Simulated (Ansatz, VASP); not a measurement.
## HfO2 in VASP and in Ansatz

Contents of POSCAR:

```
HfO2
1.0
    4.8382036322      0.0000000000      0.0000000000
    0.0000000000      4.8382036322      0.0000000000
    0.0000000000      0.0000000000      3.3169583561
Hf O
2 4
Direct
    0.0000000000      0.0000000000      0.0000000000
    0.5000000000      0.5000000000      0.5000000000
    0.1949191829      0.8050808171      0.5000000000
    0.3050808171      0.3050808171      0.0000000000
    0.6949191829      0.6949191829      0.0000000000
    0.8050808171      0.1949191829      0.5000000000
```

File INCAR.step1:

```
PREC = Accurate ; ENCUT = 520
ISMEAR = 0 ; SIGMA = 0.05
LREAL = False ; LASPH = True
NELM = 100 ; NBANDS = 31
GGA = PE ; ALGO = Normal
EDIFF = 1E-4 ; LWAVE = True
LCHARG = False
```

Contents of INCAR.step2:

```
PREC = Accurate ; ENCUT = 520
EDIFF = 1E-7 ; ISMEAR = 0
SIGMA = 0.05 ; LREAL = False
LASPH = True ; NELM = 100
ALGO = Normal ; ISIF = 2
LWAVE = False ; LCHARG = False
METAGGA = R2SCAN ; LMIXTAU = True
NBANDS = 31 ; ISTART = 1
```

Contents of KPOINTS:

```
regular mesh
0
Gamma
  6 6 8
```

Input for Ansatz:

```yaml
crystal:
  lattice:
    - [4.8382036322, 0.0, 0.0]
    - [0.0, 4.8382036322, 0.0]
    - [0.0, 0.0, 3.3169583561]
  atoms:
    - { symbol: Hf, position: [0.0, 0.0, 0.0] }
    - { symbol: Hf, position: [0.5, 0.5, 0.5] }
    - { symbol: O, position: [0.1949191829, 0.8050808171, 0.5] }
    - { symbol: O, position: [0.3050808171, 0.3050808171, 0.0] }
    - { symbol: O, position: [0.6949191829, 0.6949191829, 0.0] }
    - { symbol: O, position: [0.8050808171, 0.1949191829, 0.5] }
basis:
  ecutwfc: 500
kpoints:
  mp_grid: { grid: [6, 6, 8] }
hamiltonian:
  xc: r2scan
scf:
  occupations: { method: gaussian, width: 0.05 }
output:
  forces: true
  stress: true
  eigenvalues: true
```

Change from the starting cell: strain +0.000 along x and y, +0.030 along z, atoms carried along.

Alike in both runs: task single point; functional r2SCAN; k mesh 6 × 6 × 8; occupations gaussian, width 0.05 eV; no spin polarisation.

|  | VASP | Ansatz |
| --- | --- | --- |
| version | VASP 6.6.1 | Ansatz 0.2.0 |
| potentials or method | VASP PAW PBE potentials, release 64 (Hf_pv, O), cutoff 520 eV | scalar-relativistic, plane waves, PAW |
| valence electrons in the cell | 44 | 76 |

```csv
,VASP,Ansatz,Ansatz less VASP
gap on the k mesh at the Fermi level (eV),4.35,4.41,+0.062
least direct gap on the mesh (eV),4.35,4.41,+0.062
pressure (GPa),-10.5,-7.5,+3.01
"traceless stress, the component that is largest in VASP (GPa)",-7.05,-6.52,+0.526
rms of the force components (eV/Å),0.117,0.104,-0.0133
```

VASP's potentials were made for PBE, not for r2SCAN. Atom by atom the forces differ by 0.013 eV/Å (rms over components). VASP's potentials hold 44 valence electrons a cell and Ansatz's 76, so a difference there can come from the potentials and not from the codes.

Neither program's run includes spin-orbit coupling.
